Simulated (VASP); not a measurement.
Si, 4 atoms in the cell. The structure is cubic, space group Fd-3m (No. 227). The conventional cell has a = 5.402 Å, b = 5.402 Å, c = 5.402 Å, α = 90.00°, β = 90.00°, γ = 90.00°. Si (site symmetry -43m) has 4 Si at 2.34 Å within 3.1 Å. 

```yaml
Program: VASP 6.6.1
Task: single point
Functional: LDA
Potentials_or_basis: VASP PAW LDA potentials, release 64 (Si)
Cutoff: 520 eV
k_mesh: 7 × 5 × 7
Occupations: fermi-dirac, width 0.02 eV
Spin: no spin polarisation
Dipole_correction: no
Further_INCAR_settings: ALGO = Normal; EDIFF = 1e-07; NBANDS = 16
```

Potentials or basis: VASP PAW LDA potentials, release 64 (Si).

Launch:

```console
$ cat potpaw_LDA.64/Si/POTCAR > POTCAR
$ mpirun -np 1 vasp_std > vasp.out
```

Hardware: 1 thread of Intel Xeon 8259CL, on a shared host.

How long does it take, and how much memory?

Wall time 31 s on 1 thread of Intel Xeon 8259CL (shared host), peak memory 0.16 GiB. Counts: scf iterations 12, k points 30.
